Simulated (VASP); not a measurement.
A run of VASP 6.6.1 is set up as follows.

INCAR

```
SYSTEM = LiMg2
PREC = Accurate
ENCUT = 520
EDIFF = 1E-8
ISMEAR = -1
SIGMA = 0.05
LREAL = .FALSE.
LASPH = .TRUE.
NELM = 100
ALGO = Normal
ISIF = 2
LWAVE = .FALSE.
LCHARG = .FALSE.
LEFG = .TRUE.
NBANDS = 10
```

File KPOINTS:

```
Automatic mesh
0
G
  11 11 11
  0 0 0
```

POSCAR

```
LiMg2
1.0
    5.4301842578     -1.7269174650      0.0000000000
    5.4301842578      1.7269174650      0.0000000000
   -1.0979693164      0.0000000000      3.2863528843
Li Mg
1 2
Direct
    0.5000000000      0.5000000000      0.5000000000
    0.8413175900      0.8413175900      0.8411383200
    0.1586824100      0.1586824100      0.1588616800
```

Potentials or basis: VASP PAW LDA potentials, release 64 (Li_sv, Mg).

Run with:

```sh
$ cat potpaw_LDA.64/Li_sv/POTCAR potpaw_LDA.64/Mg/POTCAR > POTCAR
$ mpirun -np 1 vasp_std > vasp.out
```

Task: What does it give for the band gap on the k mesh?

Result: Zero (an odd number of electrons rules out a gap without spin polarisation).

Task: Predict the largest force.

Result: 0.004 eV/Å.

Forces on the atoms (eV/Å):
```
Li   0.000  0.000  0.000
Mg  -0.004  0.000  0.000
Mg   0.004  0.000  0.000
```

Caveat: without QUAD_EFG the Cq values of the log hold for a quadrupole moment of 1 mb, not for the nuclei.
